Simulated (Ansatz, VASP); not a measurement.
Two plane-wave programs on CsH6

```
CELL_PARAMETERS angstrom
4.96087 0.00000 0.00000
-2.48044 4.29624 0.00000
0.00000 0.00000 4.55301
ATOMIC_POSITIONS crystal
Cs 0.00000 0.00000 0.50000
H 0.30361 0.30361 0.26629
H 0.00000 0.69639 0.26629
H 0.69639 0.00000 0.26629
H 0.00000 0.30361 0.73371
H 0.30361 0.00000 0.73371
H 0.69639 0.69639 0.73371
```

Change from the starting cell: species swapped into the MoCl6 type (P-31m, No. 162).

Alike in both runs: task relaxation of cell and atoms; functional PBE; k mesh 6 × 6 × 4; occupations gaussian, width 0.1 eV; no spin polarisation.

```csv
,VASP,Ansatz
version,VASP 6.6.1,Ansatz 0.2.0
potentials or method,"VASP PAW PBE potentials, release 64 (Cs_sv, H_h), cutoff 910 eV","scalar-relativistic, plane waves, PAW"
valence electrons in the cell,15,15
```

|  | VASP | Ansatz | Ansatz less VASP |
| --- | --- | --- | --- |
| gap on the k mesh at the Fermi level, each at its own relaxed structure (eV) | none | none | - |
| relaxed volume (Å³/atom) | 20.78 | 23.45 | +2.672 |
| relaxed cell length with the largest relative difference (Å) | 5.650 | 6.103 | +0.4525 |

A gap of «none» marks a metal or a gap that the smearing closes. One of these differences is far larger than is usual between the two programs; its cause wasn't traced.

Neither program's run includes spin-orbit coupling. Noted on VASP's run: the volume moved by over 15 % at a fixed basis, so the end points are rough.
